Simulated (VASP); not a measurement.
Runs of VASP 6.6.1 on TaSi3. The structure is that of space group I4/mmm (No. 139), or close to it. The cells are those of the table. 

| task | cell | k mesh | cutoff (eV) | gap on the mesh (eV) | pressure (GPa) |
| --- | --- | --- | --- | --- | --- |
| single point | a = 5.032 Å, angles 135.6, 135.6, 64.7°, 4 atoms | 6 × 6 × 6 | 520 | none | (a) |
| single point | a = 4.959 Å, angles 135.6, 135.6, 64.6°, 4 atoms | 18 × 18 × 18 | 520 | none | 0.0 |
| single point | a = 5.017 Å, angles 136.6, 136.6, 63.1°, 4 atoms | 6 × 6 × 6 | 520 | none | -0.1 |
| relaxation of cell and atoms | relaxed from a = 5.032 Å, angles 135.6, 135.6, 64.7°, 4 atoms | 6 × 6 × 6 | 600 | none | 0.0 |

Alike in all rows: level PBE; potentials or basis VASP PAW PBE potentials, release 64 (Ta_pv, Si); no spin polarisation; smearing gaussian 0.1 eV.

**Question.** Estimate the missing entries.

**Answer.** (a) -5.6.

Caveats: some runs use coarse meshes; spin-orbit coupling is left out, which moves the levels of the heavy elements.

A k mesh can miss the band edges, and the runs leave out spin-orbit coupling on Ta.

A gap of «none» marks levels without a gap at the run's occupations.
